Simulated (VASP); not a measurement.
# P in VASP: a series of runs, part 2 of 2

VASP 6.6.1. Earlier steps stand in the parts before.

**3. Single point, PBE (strain -0.5%)**

The input, INCAR:

```
ALGO = Normal
DIPOL = 0.5 0.5 0.341
EDIFF = 1E-7
ENCUT = 520
GGA = PE
IDIPOL = 3
ISIF = 2
ISMEAR = -1
LASPH = True
LCHARG = False
LDIPOL = True
LREAL = False
LWAVE = False
NBANDS = 18
NELM = 60
PREC = Accurate
SIGMA = 0.02
```

The input, KPOINTS:

```
k-points
0
Gamma
  6 8 1
```

The input, POSCAR:

```
P
1.0
    4.6043574457      0.0000000000      0.0000000000
    0.0000000000      3.2754047198      0.0000000000
    0.0000000000      0.0000000000     27.8195791164
P
4
Direct
    0.0902642594      0.0000000000      0.3790215125
    0.4097357406      0.5000000000      0.3790215125
    0.5902642594      0.5000000000      0.3039507180
    0.9097357406      0.0000000000      0.3039507180
```

Potentials or basis: VASP PAW PBE potentials, release 64 (P).

On the command line:

```console
cat potpaw_PBE.64/P/POTCAR > POTCAR
mpirun -np 1 vasp_std > vasp.out
```

OUTCAR:

```text
EDIFF = 1E-7
   ENCUT = 520
   GGA = PE
   ISIF = 2
   ISMEAR = -1
   LASPH = True
   LREAL = False
   NELM = 60
   PREC = Accurate

 ion  position               nearest neighbor table
   1  0.090  0.000  0.379-   2 2.20   2 2.20   4 2.25
   2  0.410  0.500  0.379-   1 2.20   1 2.20   3 2.25
   3  0.590  0.500  0.304-   4 2.20   4 2.20   2 2.25
   4  0.910  0.000  0.304-   3 2.20   3 2.20   1 2.25

  LATTYP: Found a simple orthorhombic cell.
 ALAT       =     3.2754047198
 B/A-ratio  =     1.4057369515
 C/A-ratio  =     8.4934783626

  Lattice vectors:

 A1 = (   0.0000000000,  -3.2754047198,   0.0000000000)
 A2 = (   4.6043574457,   0.0000000000,   0.0000000000)
 A3 = (   0.0000000000,   0.0000000000,  27.8195791164)

Analysis of symmetry for initial positions (statically):
=====================================================================
 Subroutine PRICEL returns:
 Original cell was already a primitive cell.

 Routine SETGRP: Setting up the symmetry group for a
 simple orthorhombic supercell.

 Subroutine GETGRP returns: Found  8 space group operations
 (whereof  2 operations were pure point group operations)
 out of a pool of  8 trial point group operations.

[... 176 lines left out ...]
      1     -18.1272      2.00000
      2     -15.6442      2.00000
      3     -12.2239      2.00000
      4      -8.7797      2.00000
      5      -7.6787      2.00000
      6      -7.5961      2.00000
[... 397 lines left out ...]
      5      -8.0333      2.00000
      6      -8.0333      2.00000
[... 10 lines left out ...]
     17       3.4567      0.00000
     18       3.4567      0.00000

------------------------ aborting loop because EDIFF is reached ----------------------------------------

 vacuum level on the upper side and lower side of the slab       (xc-potential included)        -0.010        -0.010

  FORCE on cell =-STRESS in cart. coord.  units (eV):
  Direction    XX          YY          ZZ          XY          YZ          ZX
  --------------------------------------------------------------------------------------
  -------------------------------------------------------------------------------------
  Total        0.8828628      1.0759008      0.3951583      0.0000000      0.0000000     -0.0000000
  in kB        3.3714695      4.1086414      1.5090273      0.0000000      0.0000000     -0.0000000
  external PRESSURE =       2.9963794 kB  Pullay stress =       0.0000000 kB

 VOLUME and BASIS-vectors are now :
 -----------------------------------------------------------------------------
  energy-cutoff  :      520.00
  volume of cell :      419.55
      direct lattice vectors                 reciprocal lattice vectors
     4.604357446  0.000000000  0.000000000     0.217185571  0.000000000  0.000000000
     0.000000000  3.275404720  0.000000000     0.000000000  0.305305782  0.000000000
     0.000000000  0.000000000 27.819579116     0.000000000  0.000000000  0.035945907

 POSITION                                       TOTAL-FORCE (eV/Angst)
 -----------------------------------------------------------------------------------
      0.41561      0.00000     10.54422        -0.192628     -0.000000      0.098181
      1.88657      1.63770     10.54422         0.192628      0.000000      0.098181
      2.71779      1.63770      8.45578        -0.192628     -0.000000     -0.098181
      4.18875      0.00000      8.45578         0.192628      0.000000     -0.098181
 -----------------------------------------------------------------------------------
    total drift:                               -0.000000      0.000000     -0.000002

  FREE ENERGIE OF THE ION-ELECTRON SYSTEM (eV)
  ---------------------------------------------------
  free  energy   TOTEN  =       -21.4594205097 eV

  energy  without entropy=      -21.4594205096  energy(sigma->0) =      -21.45942051

 vacuum level on the upper side and lower side of the slab         1.991         1.991
```

OSZICAR:

```text
N       E                     dE             d eps       ncg     rms          rms(c)
DAV:   1     0.141280619897E+03    0.14128E+03   -0.58562E+03   720   0.747E+02
DAV:   2    -0.328646245133E+01   -0.14457E+03   -0.13304E+03  1154   0.138E+02
DAV:   3    -0.212726067448E+02   -0.17986E+02   -0.17894E+02   964   0.582E+01
DAV:   4    -0.216623368908E+02   -0.38973E+00   -0.38876E+00  1028   0.110E+01
[... 15 lines left out ...]
DAV:  20    -0.214594183738E+02   -0.68961E-05   -0.24331E-07   810   0.137E-03    0.173E-03
DAV:  21    -0.214594189235E+02   -0.54963E-06   -0.63398E-09   790   0.445E-04    0.688E-04
DAV:  22    -0.214594199480E+02   -0.10245E-05   -0.11436E-08   682   0.392E-04    0.236E-04
DAV:  23    -0.214594204290E+02   -0.48103E-06   -0.77261E-09   750   0.250E-04    0.854E-05
DAV:  24    -0.214594205097E+02   -0.80617E-07    0.10208E-11   682   0.101E-04
   1 F= -.21459421E+02 E0= -.21459421E+02  d E =-.122283E-10
```

Wall time 1.7 min (1 thread of Intel Xeon 6975P-C (Granite Rapids), shared host); peak memory 0.45 GiB.

What came out:

| Quantity | Value |
| --- | --- |
| Free energy | -21.4594 eV |
| Largest force | 0.216 eV/Å |
| Band gap on the k mesh | 0.88 eV, direct |

Forces on the atoms (eV/Å):
```
P   -0.193  0.000  0.098
P    0.193  0.000  0.098
P   -0.193  0.000 -0.098
P    0.193  0.000 -0.098
```

Caveat: the cell differs from its parent crystal (strain -0.5%).

**4. Single point, PBE**

This run uses another cell than the first one, of 105.94 Å³/atom, 1.041 times its volume.

The input, INCAR:

```
PREC = Accurate ; ENCUT = 520
EDIFF = 1E-6 ; ISMEAR = -1
SIGMA = 0.02 ; LREAL = False
LASPH = True ; NELM = 60
ALGO = Normal ; ISIF = 2
LWAVE = False ; LCHARG = False
LDIPOL = True ; IDIPOL = 3
DIPOL = 0.5 0.5 0.341 ; GGA = PE
NBANDS = 18
```

The input, KPOINTS:

```
regular mesh
0
Gamma
  6 8 1
```

The input, POSCAR:

```
P
1.0
    4.6274949203      0.0000000000      0.0000000000
    0.0000000000      3.2918640400      0.0000000000
    0.0000000000      0.0000000000     27.8195791164
P
4
Direct
    0.0912379178      0.0000000000      0.3789328437
    0.4087620822      0.5000000000      0.3789328437
    0.5912379178      0.5000000000      0.3040393868
    0.9087620822      0.0000000000      0.3040393868
```

Potentials or basis: VASP PAW PBE potentials, release 64 (P).

On the command line:

```console
cat potpaw_PBE.64/P/POTCAR > POTCAR
mpirun -np 1 vasp_std > vasp.out
```

OUTCAR:

```text
PREC = Accurate
   ENCUT = 520
   EDIFF = 1E-6
   ISMEAR = -1
   LREAL = False
   LASPH = True
   NELM = 60
   ISIF = 2
   GGA = PE

 ion  position               nearest neighbor table
   1  0.091  0.000  0.379-   2 2.21   2 2.21   4 2.25
   2  0.409  0.500  0.379-   1 2.21   1 2.21   3 2.25
   3  0.591  0.500  0.304-   4 2.21   4 2.21   2 2.25
   4  0.909  0.000  0.304-   3 2.21   3 2.21   1 2.25

  LATTYP: Found a simple orthorhombic cell.
 ALAT       =     3.2918640400
 B/A-ratio  =     1.4057369515
 C/A-ratio  =     8.4510109708

[... 619 lines left out ...]
  -------------------------------------------------------------------------------------
  Total        0.6642356      0.4778976      0.4043546      0.0000000      0.0000000     -0.0000000
  in kB        2.5112754      1.8067874      1.5287433      0.0000000      0.0000000     -0.0000000
  external PRESSURE =       1.9489354 kB  Pullay stress =       0.0000000 kB

 VOLUME and BASIS-vectors are now :
 -----------------------------------------------------------------------------
  energy-cutoff  :      520.00
  volume of cell :      423.78
      direct lattice vectors                 reciprocal lattice vectors
     4.627494920  0.000000000  0.000000000     0.216099643  0.000000000  0.000000000
     0.000000000  3.291864040  0.000000000     0.000000000  0.303779253  0.000000000
     0.000000000  0.000000000 27.819579116     0.000000000  0.000000000  0.035945907

 POSITION                                       TOTAL-FORCE (eV/Angst)
 -----------------------------------------------------------------------------------
      0.42220      0.00000     10.54175        -0.184426     -0.000000      0.100675
      1.89154      1.64593     10.54175         0.184426      0.000000      0.100675
      2.73595      1.64593      8.45825        -0.184426      0.000000     -0.100675
      4.20529      0.00000      8.45825         0.184426     -0.000000     -0.100675
 -----------------------------------------------------------------------------------
    total drift:                                0.000000     -0.000000      0.000029

  FREE ENERGIE OF THE ION-ELECTRON SYSTEM (eV)
  ---------------------------------------------------
  free  energy   TOTEN  =       -21.4629616221 eV

  energy  without entropy=      -21.4629616221  energy(sigma->0) =      -21.46296162

 vacuum level on the upper side and lower side of the slab         1.984         1.984
```

OSZICAR:

```text
N       E                     dE             d eps       ncg     rms          rms(c)
DAV:   1     0.140935667520E+03    0.14094E+03   -0.59583E+03   720   0.752E+02
DAV:   2    -0.285498955214E+01   -0.14379E+03   -0.13480E+03  1110   0.138E+02
DAV:   3    -0.212344593515E+02   -0.18379E+02   -0.18301E+02   944   0.588E+01
DAV:   4    -0.216573305981E+02   -0.42287E+00   -0.42154E+00  1038   0.114E+01
[... 12 lines left out ...]
DAV:  17    -0.214629256786E+02   -0.93944E-05   -0.38602E-07   834   0.244E-03    0.245E-03
DAV:  18    -0.214629500291E+02   -0.24351E-04   -0.86828E-07   654   0.263E-03    0.265E-03
DAV:  19    -0.214629543309E+02   -0.43018E-05   -0.10427E-07   782   0.103E-03    0.781E-04
DAV:  20    -0.214629610913E+02   -0.67604E-05   -0.25106E-07   740   0.136E-03    0.184E-03
DAV:  21    -0.214629616221E+02   -0.53082E-06   -0.10224E-08   702   0.472E-04
   1 F= -.21462962E+02 E0= -.21462962E+02  d E =-.365859E-11
```

Run time: 84 s. Hardware: 1 thread of Intel Xeon 6975P-C (Granite Rapids), shared host; peak memory 0.46 GiB.

What came out:

```yaml
Free_energy: -21.4630 eV
Largest_force: 0.210 eV/Å
Band_gap_on_the_k_mesh: 0.93 eV, direct
```

Forces in eV/Å, atoms in the order of the input:
```
P   -0.184  0.000  0.101
P    0.184  0.000  0.101
P   -0.184  0.000 -0.101
P    0.184  0.000 -0.101
```

Levels at points of the mesh, in eV from the valence-band top:
| k point | band 7 | band 8 | band 9 | band 10 | band 11 | band 12 | band 13 | band 14 |
| --- | --- | --- | --- | --- | --- | --- | --- | --- |
| (0.00, 0.00, 0.00) | -3.43 | -1.84 | -1.64 | 0.00 | 0.93 | 1.57 | 2.63 | 3.30 |
| (0.50, 0.00, 0.00) | -2.64 | -2.64 | -1.35 | -1.35 | 2.07 | 2.07 | 3.70 | 3.70 |
| (0.00, 0.50, 0.00) | -2.74 | -2.74 | -1.97 | -1.97 | 1.23 | 1.23 | 2.24 | 2.24 |
| (0.50, 0.50, 0.00) | -4.57 | -4.57 | -1.10 | -1.10 | 2.36 | 2.36 | 3.81 | 3.81 |

**5. Single point, PBE (strain +2.5%)**

The input, INCAR:

```
ALGO = Normal
DIPOL = 0.5 0.5 0.341
EDIFF = 1E-7
ENCUT = 520
GGA = PE
IDIPOL = 3
ISIF = 2
ISMEAR = -1
LASPH = T
LCHARG = F
LDIPOL = T
LREAL = F
LWAVE = F
NBANDS = 18
NELM = 60
PREC = Accurate
SIGMA = 0.02
```

The input, KPOINTS:

```
k-points
0
Gamma
  6 8 1
```

The input, POSCAR:

```
P
1.0
    4.7431822934      0.0000000000      0.0000000000
    0.0000000000      3.3741606410      0.0000000000
    0.0000000000      0.0000000000     27.8195791164
P
4
Direct
    0.0959020440      0.0000000000      0.3785050455
    0.4040979560      0.5000000000      0.3785050455
    0.5959020440      0.5000000000      0.3044671850
    0.9040979560      0.0000000000      0.3044671850
```

Potentials or basis: VASP PAW PBE potentials, release 64 (P).

On the command line:

```console
cat potpaw_PBE.64/P/POTCAR > POTCAR
mpirun -np 1 vasp_std > vasp.out
```

OUTCAR:

```text
EDIFF = 1E-7
   ENCUT = 520
   GGA = PE
   ISIF = 2
   ISMEAR = -1
   LASPH = T
   LREAL = F
   NELM = 60
   PREC = Accurate

 ion  position               nearest neighbor table
   1  0.096  0.000  0.379-   2 2.23   2 2.23   4 2.25
   2  0.404  0.500  0.379-   1 2.23   1 2.23   3 2.25
   3  0.596  0.500  0.304-   4 2.23   4 2.23   2 2.25
   4  0.904  0.000  0.304-   3 2.23   3 2.23   1 2.25

  LATTYP: Found a simple orthorhombic cell.
 ALAT       =     3.3741606410
 B/A-ratio  =     1.4057369515
 C/A-ratio  =     8.2448887520

  Lattice vectors:

 A1 = (   0.0000000000,  -3.3741606410,   0.0000000000)
 A2 = (   4.7431822934,   0.0000000000,   0.0000000000)
 A3 = (   0.0000000000,   0.0000000000,  27.8195791164)

Analysis of symmetry for initial positions (statically):
=====================================================================
 Subroutine PRICEL returns:
 Original cell was already a primitive cell.

 Routine SETGRP: Setting up the symmetry group for a
 simple orthorhombic supercell.

[... 175 lines left out ...]
 fundamental gap:      1.1607019740
 Fermi energy:        -2.7455427255

 k-point     1 :       0.0000    0.0000    0.0000
  band No.  band energies     occupation
      1     -17.9984      2.00000
      2     -15.5633      2.00000
      3     -12.5236      2.00000
      4      -8.7252      2.00000
      5      -7.9016      2.00000
      6      -7.4941      2.00000
[... 397 lines left out ...]
      5      -8.0848      2.00000
      6      -8.0848      2.00000
[... 10 lines left out ...]
     17       3.4628      0.00000
     18       3.4628      0.00000

------------------------ aborting loop because EDIFF is reached ----------------------------------------

 vacuum level on the upper side and lower side of the slab       (xc-potential included)        -0.015        -0.015

  FORCE on cell =-STRESS in cart. coord.  units (eV):
  Direction    XX          YY          ZZ          XY          YZ          ZX
  --------------------------------------------------------------------------------------
  -------------------------------------------------------------------------------------
  Total       -0.3194183     -2.2735749      0.3860234     -0.0000000      0.0000000      0.0000000
  in kB       -1.1494345     -8.1815150      1.3891146     -0.0000000      0.0000000      0.0000000
  external PRESSURE =      -2.6472783 kB  Pullay stress =       0.0000000 kB

 VOLUME and BASIS-vectors are now :
 -----------------------------------------------------------------------------
  energy-cutoff  :      520.00
  volume of cell :      445.23
      direct lattice vectors                 reciprocal lattice vectors
     4.743182293  0.000000000  0.000000000     0.210828920  0.000000000  0.000000000
     0.000000000  3.374160641  0.000000000     0.000000000  0.296370003  0.000000000
     0.000000000  0.000000000 27.819579116     0.000000000  0.000000000  0.035945907

 POSITION                                       TOTAL-FORCE (eV/Angst)
 -----------------------------------------------------------------------------------
      0.45488      0.00000     10.52985        -0.153052      0.000000      0.097384
      1.91671      1.68708     10.52985         0.153052      0.000000      0.097384
      2.82647      1.68708      8.47015        -0.153052      0.000000     -0.097384
      4.28830      0.00000      8.47015         0.153052     -0.000000     -0.097384
 -----------------------------------------------------------------------------------
    total drift:                               -0.000000     -0.000000     -0.000004

  FREE ENERGIE OF THE ION-ELECTRON SYSTEM (eV)
  ---------------------------------------------------
  free  energy   TOTEN  =       -21.4253180604 eV

  energy  without entropy=      -21.4253180603  energy(sigma->0) =      -21.42531806

 vacuum level on the upper side and lower side of the slab         1.894         1.894
```

Run time: 2.1 min. Hardware: 1 thread of Intel Xeon 6975P-C (Granite Rapids), shared host; peak memory 0.51 GiB.

What came out:

```yaml
Free_energy: -21.4253 eV
Largest_force: 0.181 eV/Å
Band_gap_on_the_k_mesh: 1.16 eV, direct
```

Forces in eV/Å, atoms in the order of the input:
```
P   -0.153  0.000  0.097
P    0.153  0.000  0.097
P   -0.153  0.000 -0.097
P    0.153  0.000 -0.097
```

Levels at points of the mesh, in eV from the valence-band top:
| k point | band 6 | band 7 | band 8 | band 9 | band 10 | band 11 | band 12 | band 13 | band 14 | band 15 |
| --- | --- | --- | --- | --- | --- | --- | --- | --- | --- | --- |
| (0.00, 0.00, 0.00) | -4.32 | -3.62 | -2.07 | -1.40 | 0.00 | 1.16 | 1.27 | 2.18 | 2.93 | 4.44 |
| (0.50, 0.00, 0.00) | -2.88 | -2.74 | -2.74 | -1.54 | -1.54 | 1.72 | 1.72 | 3.52 | 3.52 | 3.78 |
| (0.00, 0.50, 0.00) | -5.07 | -2.73 | -2.73 | -1.93 | -1.93 | 1.23 | 1.23 | 2.40 | 2.40 | 3.91 |
| (0.50, 0.50, 0.00) | -4.92 | -4.41 | -4.41 | -1.01 | -1.01 | 2.32 | 2.32 | 3.57 | 3.57 | 5.10 |

Caveat: the cell differs from its parent crystal (strain +2.5%).

**6. Overview**

```tsv
cell	gap on the mesh (eV)	largest force (eV/Å)
a = 4.535, b = 3.226, c = 27.820 Å, 4 atoms	0.73	0.24
a = 4.604, b = 3.275, c = 27.820 Å, 4 atoms	0.88	0.22
a = 4.627, b = 3.292, c = 27.820 Å, 4 atoms	0.93	0.21
a = 4.743, b = 3.374, c = 27.820 Å, 4 atoms	1.16	0.18
```

Alike in all rows: task single point; level PBE; potentials or basis VASP PAW PBE potentials, release 64 (P); no spin polarisation; k mesh 6 × 8 × 1; cutoff (eV) 520; smearing fermi-dirac 0.02 eV.

Total energies depend on the potentials used, so only differences within one code and one set of settings carry meaning.
